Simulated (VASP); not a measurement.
# Ca (I4/mmm) in VASP: notebook, part 2 of 2

VASP 6.6.1.

**3. Single point, LDA**

This run uses another cell than the first one, of the same volume but with other edges.

File INCAR:

```
  PREC = Accurate
  ENCUT = 520
  EDIFF = 1E-6
  ISMEAR = 0
  SIGMA = 0.15
  LREAL = False
  LASPH = True
  NELM = 100
  ALGO = Fast
  ISIF = 2
  LWAVE = False
  LCHARG = True
  GGA = CA
  LELF = True
  LVHAR = True
  NBANDS = 11
```

File KPOINTS:

```
regular mesh
0
Gamma
  16 16 16
```

File POSCAR:

```
Ca
1.0
    0.0000000000      2.9497452678      2.5072834777
    2.9497452678      0.0000000000      2.5072834777
    2.9497452678      2.9497452678      0.0000000000
Ca
1
Direct
    0.0000000000      0.0000000000      0.0000000000
```

Potentials or basis: VASP PAW LDA potentials, release 64 (Ca_sv).

On the command line:

```console
cat potpaw_LDA.64/Ca_sv/POTCAR > POTCAR
mpirun -np 1 vasp_std > vasp.out
```

OUTCAR:

```text
PREC = Accurate
   ENCUT = 520
   EDIFF = 1E-6
   ISMEAR = 0
   LREAL = False
   LASPH = True
   NELM = 100
   ISIF = 2
   GGA = CA

 ion  position               nearest neighbor table
   1  0.000  0.000  0.000-

  LATTYP: Found a body centered tetragonal cell.
 ALAT       =     4.1715697633
 C/A-ratio  =     1.2020815281

  Lattice vectors:

 A1 = (   0.0000000000,  -2.9497452678,  -2.5072834777)
 A2 = (   0.0000000000,   2.9497452678,  -2.5072834777)
 A3 = (   2.9497452678,   0.0000000000,   2.5072834777)

Analysis of symmetry for initial positions (statically):
=====================================================================
 Subroutine PRICEL returns:
 Original cell was already a primitive cell.

 Routine SETGRP: Setting up the symmetry group for a
 body centered tetragonal supercell.

 Subroutine GETGRP returns: Found 16 space group operations
 (whereof 16 operations were pure point group operations)
 out of a pool of 16 trial point group operations.

The static configuration has the point symmetry D_4h.

Analysis of symmetry for dynamics (positions and initial velocities):
[... 161 lines left out ...]
 val. band max:        1.6722192556   @ k =  -0.3750   0.0625   0.2500
 cond. band min:       1.6780758134   @ k =  -0.3750   0.3750   0.1875
 fundamental gap:      0.0058565579
 Fermi energy:         1.6756156243

 k-point     1 :       0.0000    0.0000    0.0000
  band No.  band energies     occupation
      1     -39.9909      2.00000
      2     -21.2062      2.00000
      3     -21.2062      2.00000
      4     -21.1964      2.00000
      5      -2.3032      2.00000
      6       3.6875      0.00000
      7       3.6875      0.00000
      8       4.3058      0.00000
      9       4.3609      0.00000
     10       5.0908      0.00000
     11      10.9577      0.00000
[... 309 lines left out ...]
 k-point    24 :      -0.0625    0.0625    0.0000
  band No.  band energies     occupation
      1     -39.9898      2.00000
      2     -21.2147      2.00000
      3     -21.2085      2.00000
      4     -21.2004      2.00000
      5      -2.1471      2.00000
      6       3.5914      0.00000
      7       3.7551      0.00000
      8       4.2905      0.00000
      9       4.3296      0.00000
     10       5.0285      0.00000
     11      11.1374      0.00000

 [... further k-points ...]
[... 5 lines left out ...]
  --------------------------------------------------------------------------------------
  -------------------------------------------------------------------------------------
  Total       -0.6136751     -0.6136751     -0.5169443      0.0000000     -0.0000000      0.0000000
  in kB      -22.5344327    -22.5344327    -18.9824315      0.0000000     -0.0000000      0.0000000
  external PRESSURE =     -21.3504323 kB  Pullay stress =       0.0000000 kB

 VOLUME and BASIS-vectors are now :
 -----------------------------------------------------------------------------
  energy-cutoff  :      520.00
  volume of cell :       43.63
      direct lattice vectors                 reciprocal lattice vectors
     0.000000000  2.949745268  2.507283478    -0.169506162  0.169506162  0.199419014
     2.949745268  0.000000000  2.507283478     0.169506162 -0.169506162  0.199419014
     2.949745268  2.949745268  0.000000000     0.169506162  0.169506162 -0.199419014

 POSITION                                       TOTAL-FORCE (eV/Angst)
 -----------------------------------------------------------------------------------
      0.00000      0.00000      0.00000        -0.000000      0.000000     -0.000000
 -----------------------------------------------------------------------------------
    total drift:                               -0.000000     -0.000000     -0.000000

  FREE ENERGIE OF THE ION-ELECTRON SYSTEM (eV)
  ---------------------------------------------------
  free  energy   TOTEN  =        -2.1647055470 eV

  energy  without entropy=       -2.1487700512  energy(sigma->0) =       -2.15673780
```

Run time: 3.6 min. Hardware: 1 thread of AMD EPYC 7R13, shared host; peak memory 0.25 GiB.

What came out:

| Property | Result |
| --- | --- |
| Free energy | -2.1647 eV |
| Pressure | -2.1 GPa |
| Band gap on the k mesh | zero (band 5 reaches 1.92 eV, above the bottom of band 6 at 1.57 eV) |

Levels at points of the mesh, in eV from the Fermi level:
```
           k point  band 1  band 2  band 3  band 4  band 5  band 6  band 7  band 8  band 9  band 10
(0.00, 0.00, 0.00)  -41.67  -22.88  -22.88  -22.87   -3.98    2.01    2.01    2.63    2.69     3.42
(0.50, 0.00, 0.00)  -41.65  -23.01  -22.91  -22.88   -1.01   -0.11    1.62    2.52    3.59     4.01
(0.50, 0.50, 0.00)  -41.64  -22.99  -22.95  -22.95   -0.18    0.28    2.09    3.82    3.99     3.99
(0.50, 0.00, 0.50)  -41.65  -23.00  -22.92  -22.90   -0.66    0.46    0.71    3.61    3.71     4.17
```

**4. Single point, LDA**

This run uses another cell than the first one, of the same volume but with other edges.

File INCAR:

```
PREC = Accurate ; ENCUT = 520
EDIFF = 1E-7 ; ISMEAR = 0
SIGMA = 0.15 ; LREAL = F
LASPH = T ; NELM = 80
ALGO = Fast ; ISIF = 2
LWAVE = F ; LCHARG = F
NBANDS = 11
```

KPOINTS is that of step 3.

File POSCAR:

```
Ca
1.0
    0.0000000000      2.6294428719      3.1553314463
    2.6294428719      0.0000000000      3.1553314463
    2.6294428719      2.6294428719      0.0000000000
Ca
1
Direct
    0.0000000000      0.0000000000      0.0000000000
```

On the command line:

```console
cat potpaw_LDA.64/Ca_sv/POTCAR > POTCAR
mpirun -np 1 vasp_std > vasp.out
```

Wall time 5.3 min (1 thread of AMD EPYC 7R13, shared host); peak memory 0.25 GiB.

It converged, with:

- Free energy: -2.1376 eV
- Pressure: -2.1 GPa
- Band gap on the k mesh: zero (band 5 reaches 1.85 eV, above the bottom of band 6 at 1.58 eV)

Stress tensor (GPa, compression positive):
```
-1.32  0.00  0.00
 0.00 -1.32  0.00
 0.00  0.00 -3.75
```

Levels at points of the mesh, in eV from the Fermi level:
| k point | band 3 | band 4 | band 5 | band 6 | band 7 | band 8 |
| --- | --- | --- | --- | --- | --- | --- |
| (0.00, 0.00, 0.00) | -22.87 | -22.87 | -3.96 | 1.64 | 2.49 | 2.53 |
| (0.50, 0.00, 0.00) | -22.91 | -22.87 | -0.98 | -0.08 | 1.59 | 2.52 |
| (0.50, 0.50, 0.00) | -22.89 | -22.89 | -0.93 | -0.01 | 0.69 | 3.93 |
| (0.50, 0.00, 0.50) | -22.97 | -22.91 | -0.30 | 0.52 | 1.56 | 3.56 |

**5. The runs side by side**

```tsv
cell	further INCAR settings	gap on the mesh (eV)	pressure (GPa)
a = 4.311, b = 4.311, c = 3.521 Å, angles 65.9, 65.9, 48.2°, 1 atom	ALGO = Fast; EDIFF = 1e-07; NBANDS = 11	none	-1.9
a = 3.871, b = 3.871, c = 4.172 Å, angles 57.4, 57.4, 65.2°, 1 atom	ALGO = Fast; EDIFF = 1e-06; NBANDS = 11	none	-2.1
a = 4.107, b = 4.107, c = 3.719 Å, angles 63.1, 63.1, 53.8°, 1 atom	ALGO = Fast; EDIFF = 1e-07; NBANDS = 11	none	-2.1
```

Alike in all rows: task single point; level LDA; potentials or basis VASP PAW LDA potentials, release 64 (Ca_sv); no spin polarisation; k mesh 16 × 16 × 16; cutoff (eV) 520; smearing gaussian 0.15 eV.

Absolute energies hang on the potentials; compare differences alone.
